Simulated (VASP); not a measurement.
Here is a VASP 6.6.1 calculation.

INCAR

```
ALGO = Normal
EDIFF = 1E-7
ENCUT = 520
GGA = CA
ISIF = 2
ISMEAR = 1
LASPH = T
LCHARG = T
LELF = T
LREAL = F
LVHAR = T
LWAVE = F
NBANDS = 14
NELM = 80
PREC = Accurate
SIGMA = 0.1
```

File KPOINTS:

```
k-points
0
Gamma
  9 9 3
```

Contents of POSCAR:

```
Al
1.0
    2.8734307836      0.0000000000      0.0000000000
   -1.4367153918      2.4884640568      0.0000000000
    0.0000000000      0.0000000000      9.3366098901
Al
4
Direct
    0.0000000000      0.0000000000      0.0000000000
    0.3333333333      0.6666666667      0.2500000000
    0.0000000000      0.0000000000      0.5000000000
    0.6666666667      0.3333333333      0.7500000000
```

Potentials or basis: VASP PAW LDA potentials, release 64 (Al).

Launch:

```sh
$ cat potpaw_LDA.64/Al/POTCAR > POTCAR
$ mpirun -np 1 vasp_std > vasp.out
```

Problem. Predict the pressure.

Solution. -3.8 GPa.

Problem. Estimate the band gap on the k mesh.

Solution. Zero (band 6 reaches 11.62 eV, above the bottom of band 7 at 6.33 eV).

Stress tensor (GPa, compression positive):
```
-5.31  0.00  0.00
 0.00 -5.31  0.00
 0.00  0.00 -0.81
```
